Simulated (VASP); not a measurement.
# Ti (P6_3/mmc) in VASP: notebook

Ti is run at these levels: PBE; tasks: single point.

Program: VASP 6.6.1. These are calculated values, not measurements. Logs are shortened: lines on timing, memory, paths and dates and some standing lists are left out, and cuts for length are marked.

### Step 1. The cell of the first run

Symmetry: P6_3/mmc, No. 194, hexagonal system. The conventional cell has a = 3.186 Å, b = 3.186 Å, c = 5.061 Å, α = 90.00°, β = 90.00°, γ = 120.00°. Ti (site symmetry -6m2) has 12 Ti at 3.13 to 3.19 Å within 4.1 Å.

### Step 2. Single point, PBE (strain +0.080 along x and y, +0.080 along z)

File INCAR:

```
SYSTEM = Ti
ALGO = Fast
EDIFF = 1E-7
ENCUT = 520
GGA = PE
ISIF = 2
ISMEAR = 0
LASPH = .TRUE.
LCHARG = .FALSE.
LREAL = .FALSE.
LWAVE = .FALSE.
NBANDS = 19
NELM = 80
PREC = Accurate
SIGMA = 0.15
```

File KPOINTS:

```
k-points
0
G
  18 18 10
  0 0 0
```

File POSCAR:

```
Ti
1.0
    3.1859976892      0.0000000000      0.0000000000
   -1.5929988446      2.7591549353      0.0000000000
    0.0000000000      0.0000000000      5.0608800000
Ti
2
Direct
    0.3333333333      0.6666666667      0.2500000000
    0.6666666667      0.3333333333      0.7500000000
```

Potentials or basis: VASP PAW PBE potentials, release 64 (Ti_sv).

Started as:

```bash
$ cat potpaw_PBE.64/Ti_sv/POTCAR > POTCAR
$ mpirun -np 1 vasp_std > vasp.out
```

OUTCAR:

```text
SYSTEM = Ti
   EDIFF = 1E-7
   ENCUT = 520
   GGA = PE
   ISIF = 2
   ISMEAR = 0
   LASPH = .TRUE.
   LREAL = .FALSE.
   NELM = 80
   PREC = Accurate

 ion  position               nearest neighbor table
   1  0.333  0.667  0.250-
   2  0.667  0.333  0.750-

  LATTYP: Found a hexagonal cell.
 ALAT       =     3.1859976892
 C/A-ratio  =     1.5884757284

  Lattice vectors:

 A1 = (   3.1859976892,   0.0000000000,   0.0000000000)
 A2 = (  -1.5929988446,   2.7591549353,   0.0000000000)
 A3 = (   0.0000000000,   0.0000000000,   5.0608800000)

Analysis of symmetry for initial positions (statically):
=====================================================================
 Subroutine PRICEL returns:
 Original cell was already a primitive cell.

 Routine SETGRP: Setting up the symmetry group for a
 hexagonal supercell.

 Subroutine GETGRP returns: Found 24 space group operations
 (whereof 12 operations were pure point group operations)
 out of a pool of 24 trial point group operations.

The static configuration has the point symmetry D_3d.
 The point group associated with its full space group is D_6h.

Analysis of symmetry for dynamics (positions and initial velocities):
=====================================================================
 Subroutine PRICEL returns:
 Original cell was already a primitive cell.

 Routine SETGRP: Setting up the symmetry group for a
 hexagonal supercell.

 Subroutine GETGRP returns: Found 24 space group operations
 (whereof 12 operations were pure point group operations)
 out of a pool of 24 trial point group operations.

The dynamic configuration has the point symmetry D_3d.
 The point group associated with its full space group is D_6h.

 Subroutine INISYM returns: Found 24 space group operations
 (whereof 12 operations are pure point group operations),
 and found     1 'primitive' translations

----------------------------------------------------------------------------------------

                                     Primitive cell

  volume of cell :      44.4885

  direct lattice vectors                    reciprocal lattice vectors
     3.185997689  0.000000000  0.000000000     0.313873423  0.181214905  0.000000000
    -1.592998845  2.759154935  0.000000000     0.000000000  0.362429810  0.000000000
     0.000000000  0.000000000  5.060880000     0.000000000  0.000000000  0.197594094

  length of vectors
     3.185997689  3.185997689  5.060880000     0.362429810  0.362429810  0.197594094

  position of ions in fractional coordinates (direct lattice)
     0.333333333  0.666666667  0.250000000
     0.666666667  0.333333333  0.750000000

  ion indices of the primitive-cell ions
   primitive index   ion index
                 1           1
                 2           2

----------------------------------------------------------------------------------------

 KPOINTS: k-points

Automatic generation of k-mesh.
 Grid dimensions read from file:
 generate k-points for:   18   18   10

 Generating k-lattice:

  Cartesian coordinates                     Fractional coordinates (reciprocal lattice)
     0.017437412  0.010067495  0.000000000     0.055555556 -0.000000000  0.000000000
     0.000000000  0.020134989  0.000000000     0.000000000  0.055555556  0.000000000
     0.000000000  0.000000000  0.019759409     0.000000000  0.000000000  0.100000000

  Length of vectors
     0.020134989  0.020134989  0.019759409

  Shift w.r.t. Gamma in fractional coordinates (k-lattice)
     0.000000000  0.000000000  0.000000000

 Subroutine IBZKPT returns following result:
 ===========================================

 Found    222 irreducible k-points:

 Following reciprocal coordinates:
            Coordinates               Weight
  0.000000  0.000000  0.000000      1.000000
  0.055556  0.000000  0.000000      6.000000
  0.111111  0.000000  0.000000      6.000000
  0.166667  0.000000  0.000000      6.000000
  0.222222  0.000000  0.000000      6.000000
  0.277778  0.000000  0.000000      6.000000
[... 16 lines left out ...]
  0.333333  0.111111  0.000000     12.000000
  0.388889  0.111111  0.000000     12.000000
 [... further k-points ...]
   k-points           NKPTS =    222   k-points in BZ     NKDIM =    222   number of bands    NBANDS=     19
   number of dos      NEDOS =    301   number of ions     NIONS =      2
   total plane-waves  NPLWV =  23040
   dimension x,y,z NGX =    24 NGY =   24 NGZ =   40
   dimension x,y,z NGXF=    48 NGYF=   48 NGZF=   80
   ions per type =               2
   NGX,Y,Z   is equivalent  to a cutoff of  12.52, 12.52, 13.14 a.u.
   NGXF,Y,Z  is equivalent  to a cutoff of  25.05, 25.05, 26.28 a.u.
 SYSTEM =  Ti
   PREC   = accura    normal or accurate (medium, high low for compatibility)
   ISTART =      0    job   : 0-new  1-cont  2-samecut
   ICHARG =      2    charge: 1-file 2-atom 10-const
   ISPIN  =      1    spin polarized calculation?
   LNONCOLLINEAR =      F non collinear calculations
   LSORBIT =      F    spin-orbit coupling
   LASPH  =      T    aspherical Exc in radial PAW
   ENCUT  =  520.0 eV  38.22 Ry    6.18 a.u.   5.92  5.92  9.41*2*pi/ulx,y,z
   NELM   =     80;   NELMIN=  2; NELMDL= -5     # of ELM steps
   EDIFF  = 0.1E-06   stopping-criterion for ELM
   LREAL  =      F    real-space projection
   EDIFFG = 0.1E-05   stopping-criterion for IOM
   NSW    =      0    number of steps for IOM
   IBRION =     -1    ionic relax: 0-MD 1-quasi-New 2-CG
   NFREE  =      0    steps in history (QN), initial steepest desc. (CG)
   ISIF   =      2    stress and relaxation
   ISYM   =      2    0-nonsym 1-usesym 2-fastsym
   POTIM  = 0.5000    time-step for ionic-motion
   TEBEG  =    0.0;   TEEND  =   0.0 temperature during run
   PSTRESS=    0.0 pullay stress
   NELECT =      24.0000    total number of electrons
   NUPDOWN=      -1.0000    fix difference up-down
   EMIN   =  10.00;   EMAX   =-10.00  energy-range for DOS
   EFERMI =   0.00;   METHOD = LEGACY
   ISMEAR =     0;   SIGMA  =   0.15  broadening in eV -4-tet -1-fermi 0-gaus
   EFERMI_NEDOS =   21; number of points for ismear=-14 and -15
   IALGO  =     68    algorithm
   IMIX   =      4    mixing-type and parameters
     AMIX     =   0.40;   BMIX     =  1.00
     AMIX_MAG =   1.60;   BMIX_MAG =  1.00
  volume/ion in A,a.u.               =      22.24       150.11
  Fermi-wavevector in a.u.,A,eV,Ry     =   1.332691  2.518420 24.164826  1.776065
  Thomas-Fermi vector in A             =   2.461606
   LORBIT       =      0    0 simple, 1 ext, 2 COOP (PROOUT), +10 PAW based schemes
   GGA     = PE    functional components
   LHFCALC =     F    Hartree Fock is set to
   AEXX    =    0.0000 exact exchange contribution
   IVDW    =     0    specifies the selected vdW correction
   LEPSILON=     F    determine dielectric tensor
   LRPA    =     F    only Hartree local field effects (RPA)
 non-spin polarized calculation
 RMM-DIIS sequential band-by-band and
 Gauss-broadening in eV      SIGMA  =   0.15
  energy-cutoff  :      520.00
  volume of cell :       44.49
 maximum number of plane-waves:      1220
 NGX is ok and might be reduce to    24
   NGX = 11   NGY = 11   NGZ = 19

 number of electron      24.0000009 magnetization

 Free energy of the ion-electron system (eV)
  ---------------------------------------------------
  ext. energy  EPLUGINS =         0.00000000
  ---------------------------------------------------
  free energy    TOTEN  =       -15.04073847 eV

  energy without entropy =      -15.00880385  energy(sigma->0) =      -15.02477116

 E-fermi :   5.9567     XC(G=0): -10.3810

 val. band max:        5.9555478375   @ k =   0.1111   0.1111   0.4000
 cond. band min:       5.9663422701   @ k =   0.3333   0.2222   0.3000
 fundamental gap:      0.0107944326
 Fermi energy:         5.9566708148

 k-point     1 :       0.0000    0.0000    0.0000
  band No.  band energies     occupation
      1     -51.3263      2.00000
      2     -51.2790      2.00000
      3     -27.7046      2.00000
      4     -27.4096      2.00000
      5     -27.4096      2.00000
      6     -27.3996      2.00000
[... 11 lines left out ...]
     18       7.1738      0.00000
     19       8.2494      0.00000

 k-point     2 :       0.0556    0.0000    0.0000
  band No.  band energies     occupation
      1     -51.3253      2.00000
      2     -51.2785      2.00000
      3     -27.7017      2.00000
      4     -27.4155      2.00000
      5     -27.4116      2.00000
      6     -27.4009      2.00000
[... 11 lines left out ...]
     18       7.1404      0.00000
     19       8.2806      0.00000

 k-point     3 :       0.1111    0.0000    0.0000
  band No.  band energies     occupation
      1     -51.3222      2.00000
      2     -51.2773      2.00000
      3     -27.6932      2.00000
      4     -27.4325      2.00000
      5     -27.4173      2.00000
      6     -27.4047      2.00000
[... 11 lines left out ...]
     18       7.0665      0.00000
     19       8.3090      0.00000

 k-point     4 :       0.1667    0.0000    0.0000
  band No.  band energies     occupation
      1     -51.3173      2.00000
      2     -51.2756      2.00000
      3     -27.6797      2.00000
      4     -27.4588      2.00000
      5     -27.4259      2.00000
      6     -27.4147      2.00000
[... 11 lines left out ...]
     18       7.2466      0.00000
     19       8.3615      0.00000

 k-point     5 :       0.2222    0.0000    0.0000
  band No.  band energies     occupation
      1     -51.3112      2.00000
      2     -51.2736      2.00000
      3     -27.6620      2.00000
      4     -27.4912      2.00000
      5     -27.4472      2.00000
      6     -27.4361      2.00000
[... 11 lines left out ...]
     18       7.4784      0.00000
     19       8.4115      0.00000

 k-point     6 :       0.2778    0.0000    0.0000
  band No.  band energies     occupation
      1     -51.3045      2.00000
      2     -51.2718      2.00000
      3     -27.6414      2.00000
      4     -27.5260      2.00000
      5     -27.4811      2.00000
      6     -27.4468      2.00000
[... 11 lines left out ...]
     18       7.7411      0.00000
     19       8.4527      0.00000

 k-point     7 :       0.3333    0.0000    0.0000
  band No.  band energies     occupation
      1     -51.2977      2.00000
      2     -51.2704      2.00000
      3     -27.6195      2.00000
      4     -27.5589      2.00000
      5     -27.5125      2.00000
      6     -27.4567      2.00000
[... 11 lines left out ...]
     18       8.0100      0.00000
     19       8.4832      0.00000

 k-point     8 :       0.3889   -0.0000    0.0000
  band No.  band energies     occupation
      1     -51.2917      2.00000
      2     -51.2699      2.00000
      3     -27.5984      2.00000
      4     -27.5858      2.00000
      5     -27.5377      2.00000
      6     -27.4646      2.00000
[... 256 lines left out ...]
 k-point    20 :       0.1667    0.1111    0.0000
  band No.  band energies     occupation
      1     -51.3088      2.00000
      2     -51.2729      2.00000
      3     -27.6547      2.00000
      4     -27.4937      2.00000
      5     -27.4740      2.00000
      6     -27.4287      2.00000
[... 11 lines left out ...]
     18       7.6705      0.00000
     19       8.3934      0.00000

 k-point    21 :       0.2222    0.1111    0.0000
  band No.  band energies     occupation
      1     -51.3023      2.00000
      2     -51.2713      2.00000
      3     -27.6346      2.00000
      4     -27.5248      2.00000
      5     -27.4986      2.00000
      6     -27.4450      2.00000
[... 11 lines left out ...]
     18       7.9714      0.00000
     19       8.4188      0.00000

 k-point    22 :       0.2778    0.1111    0.0000
  band No.  band energies     occupation
      1     -51.2958      2.00000
      2     -51.2702      2.00000
      3     -27.6131      2.00000
      4     -27.5554      2.00000
      5     -27.5203      2.00000
      6     -27.4605      2.00000
[... 11 lines left out ...]
     18       8.2952      0.00000
     19       8.4383      0.00000

 k-point    23 :       0.3333    0.1111    0.0000
  band No.  band energies     occupation
      1     -51.2900      2.00000
      2     -51.2698      2.00000
      3     -27.5922      2.00000
      4     -27.5805      2.00000
      5     -27.5377      2.00000
      6     -27.4730      2.00000
[... 11 lines left out ...]
     18       8.4513      0.00000
     19       8.6316      0.00000

 k-point    24 :       0.3889    0.1111    0.0000
  band No.  band energies     occupation
      1     -51.2856      2.00000
      2     -51.2700      2.00000
      3     -27.5969      2.00000
      4     -27.5753      2.00000
      5     -27.5491      2.00000
      6     -27.4811      2.00000
[... 11 lines left out ...]
     18       8.4586      0.00000
     19       8.9834      0.00000

 [... further k-points ...]

------------------------ aborting loop because EDIFF is reached ----------------------------------------

  FORCE on cell =-STRESS in cart. coord.  units (eV):
  Direction    XX          YY          ZZ          XY          YZ          ZX
  --------------------------------------------------------------------------------------
  -------------------------------------------------------------------------------------
  Total       -4.7683127     -4.7683127     -4.9115289      0.0000000      0.0000000      0.0000000
  in kB     -171.7227085   -171.7227085   -176.8803976      0.0000000      0.0000000      0.0000000
  external PRESSURE =    -173.4419382 kB  Pullay stress =       0.0000000 kB

 VOLUME and BASIS-vectors are now :
 -----------------------------------------------------------------------------
  energy-cutoff  :      520.00
  volume of cell :       44.49
      direct lattice vectors                 reciprocal lattice vectors
     3.185997689  0.000000000  0.000000000     0.313873423  0.181214905  0.000000000
    -1.592998845  2.759154935  0.000000000     0.000000000  0.362429810  0.000000000
     0.000000000  0.000000000  5.060880000     0.000000000  0.000000000  0.197594094

 POSITION                                       TOTAL-FORCE (eV/Angst)
 -----------------------------------------------------------------------------------
     -0.00000      1.83944      1.26522         0.000000      0.000000      0.000000
      1.59300      0.91972      3.79566        -0.000000     -0.000000      0.000000
 -----------------------------------------------------------------------------------
    total drift:                               -0.000000      0.000000     -0.000000

  FREE ENERGIE OF THE ION-ELECTRON SYSTEM (eV)
  ---------------------------------------------------
  free  energy   TOTEN  =       -15.0407384733 eV

  energy  without entropy=      -15.0088038456  energy(sigma->0) =      -15.02477116
```

Wall time 5.7 min (1 thread of Intel Xeon Platinum 8488C (Sapphire Rapids), shared host); peak memory 0.27 GiB.

What came out:

| Quantity | Value |
| --- | --- |
| Free energy | -15.0407 eV |
| Pressure | -17.3 GPa |
| Band gap on the k mesh | zero (bands 12 and 13 overlap by 0.89 eV) |

Stress tensor (GPa, compression positive):
```
-17.17   0.00   0.00
  0.00 -17.17   0.00
  0.00   0.00 -17.69
```

Caveat: the cell differs from its parent crystal (strain +0.080 along x and y, +0.080 along z); the cell stands under tension.

### Step 3. Single point, PBE (strain -0.080 along x and y, -0.040 along z)

File INCAR:

```
SYSTEM = Ti
  PREC = Accurate
  ENCUT = 520
  EDIFF = 1E-7
  ISMEAR = 0
  SIGMA = 0.15
  LREAL = .False.
  LASPH = .True.
  NELM = 100
  ALGO = Normal
  ISIF = 2
  LWAVE = .False.
  LCHARG = .True.
  GGA = PE
  LELF = .True.
  LVHAR = .True.
  NBANDS = 19
```

File KPOINTS:

```
Automatic mesh
0
Gamma
  18 18 10
  0 0 0
```

File POSCAR:

```
Ti
1.0
    2.7139980316      0.0000000000      0.0000000000
   -1.3569990158      2.3503912412      0.0000000000
    0.0000000000      0.0000000000      4.4985600000
Ti
2
Direct
    0.3333333333      0.6666666667      0.2500000000
    0.6666666667      0.3333333333      0.7500000000
```

Potentials or basis: VASP PAW PBE potentials, release 64 (Ti_sv).

Started as:

```bash
$ cat potpaw_PBE.64/Ti_sv/POTCAR > POTCAR
$ mpirun -np 1 vasp_std > vasp.out
```

It took 73 s on 1 thread of Intel Xeon Platinum 8488C (Sapphire Rapids), shared host; peak memory 0.21 GiB.

It converged, with:

* Free energy: -15.1899 eV
* Pressure: 29.0 GPa
* Band gap on the k mesh: zero (bands 12 and 13 overlap by 1.26 eV)

Stress tensor (GPa, compression positive):
```
30.85  0.00  0.00
 0.00 30.85  0.00
 0.00  0.00 25.43
```

Levels at points of the mesh, in eV from the Fermi level:
| k point | band 9 | band 10 | band 11 | band 12 | band 13 | band 14 | band 15 | band 16 |
| --- | --- | --- | --- | --- | --- | --- | --- | --- |
| (0.00, 0.00, 0.00) | -6.58 | -3.17 | 0.68 | 0.94 | 0.94 | 0.98 | 1.50 | 1.50 |
| (0.50, 0.00, 0.00) | -2.75 | -2.56 | -2.46 | -0.12 | 0.61 | 0.78 | 1.30 | 4.42 |
| (0.00, 0.00, 0.50) | -4.56 | -4.56 | -0.13 | -0.13 | 0.90 | 0.90 | 0.90 | 0.90 |
| (0.50, 0.00, 0.50) | -3.10 | -3.10 | -1.20 | -1.20 | 2.05 | 2.05 | 2.28 | 2.28 |

Caveat: the cell differs from its parent crystal (strain -0.080 along x and y, -0.040 along z); the stress differs along the axes, from 25 to 31 GPa.

### Step 4. Single point, PBE (strain -0.080 along x and y, +0.000 along z)

File INCAR:

```
SYSTEM = Ti
ALGO = Normal
EDIFF = 1E-7
ENCUT = 520
GGA = PE
ISIF = 2
ISMEAR = 0
LASPH = .True.
LCHARG = .False.
LREAL = .False.
LWAVE = .False.
NBANDS = 19
NELM = 60
PREC = Accurate
SIGMA = 0.15
```

File KPOINTS:

```
k-points
0
Gamma
  18 18 10
  0 0 0
```

POSCAR: that of step 3 with these lines changed.

```diff
@@ -4,3 +4,3 @@
    -1.3569990158      2.3503912412      0.0000000000
-    0.0000000000      0.0000000000      4.4985600000
+    0.0000000000      0.0000000000      4.6860000000
 Ti
```

Started as:

```bash
$ cat potpaw_PBE.64/Ti_sv/POTCAR > POTCAR
$ mpirun -np 1 vasp_std > vasp.out
```

It took 74 s on 1 thread of Intel Xeon Platinum 8488C (Sapphire Rapids), shared host; peak memory 0.21 GiB.

It converged, with:

```
Free energy            : -15.3373 eV
Pressure               : 21.1 GPa
Band gap on the k mesh : zero (bands 12 and 13 overlap by 0.79 eV)
```

Stress tensor (GPa, compression positive):
```
24.46  0.00  0.00
 0.00 24.46  0.00
 0.00  0.00 14.38
```

Levels at points of the mesh, in eV from the Fermi level:
| k point | band 9 | band 10 | band 11 | band 12 | band 13 | band 14 | band 15 | band 16 |
| --- | --- | --- | --- | --- | --- | --- | --- | --- |
| (0.00, 0.00, 0.00) | -6.48 | -3.05 | 0.39 | 0.45 | 1.00 | 1.00 | 1.45 | 1.45 |
| (0.50, 0.00, 0.00) | -2.57 | -2.47 | -2.35 | -0.01 | 0.41 | 1.04 | 1.10 | 4.14 |
| (0.00, 0.00, 0.50) | -4.61 | -4.61 | -0.29 | -0.29 | 1.01 | 1.01 | 1.01 | 1.01 |
| (0.50, 0.00, 0.50) | -2.95 | -2.95 | -1.21 | -1.21 | 1.97 | 1.97 | 2.35 | 2.35 |

Caveat: the cell differs from its parent crystal (strain -0.080 along x and y, +0.000 along z); the stress differs along the axes, from 14 to 24 GPa.

(Part 1 of 2 ends here.)

The gap in the log of VASP goes by the Fermi energy; the results here count the filled bands.